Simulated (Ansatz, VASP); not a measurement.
**One calculation of ZrTaS3, two programs**

```
Zr Ta S
1.0
     4.74308    0.00000    0.00000
     0.00000    4.74308    0.00000
     0.00000    0.00000    4.64074
Zr Ta S
1 1 3
Direct
  0.00000 0.00000 0.50000
  0.50000 0.50000 0.00000
  0.50000 0.50000 0.50000
  0.00000 0.50000 0.00000
  0.50000 0.00000 0.00000
```

Alike in both runs: task relaxation of cell and atoms; functional PBE; k mesh 4 × 4 × 4; occupations gaussian, width 0.1 eV; no spin polarisation.

|  | VASP | Ansatz |
| --- | --- | --- |
| version | VASP 6.6.1 | Ansatz 0.2.0 |
| potentials or method | VASP PAW PBE potentials, release 64 (Zr_sv, Ta_pv, S), cutoff 600 eV | scalar-relativistic, plane waves, PAW |
| valence electrons in the cell | 41 | 43 |

```tsv
	VASP	Ansatz	Ansatz less VASP
gap on the k mesh at the Fermi level, each at its own relaxed structure (eV)	none	none	-
relaxed volume (Å³/atom)	21.01	21.01	0.000
relaxed length of the cell vector where the two differ most in proportion (Å)	4.709	4.707	-0.0011
```

A gap of «none» marks a metal or a gap that the smearing closes. VASP's potentials hold 41 valence electrons a cell and Ansatz's 43, so a difference there can come from the potentials and not from the codes.

Neither program's run includes spin-orbit coupling. Noted on VASP's run: too few bands were computed for a metal, which touches its energy and stress.
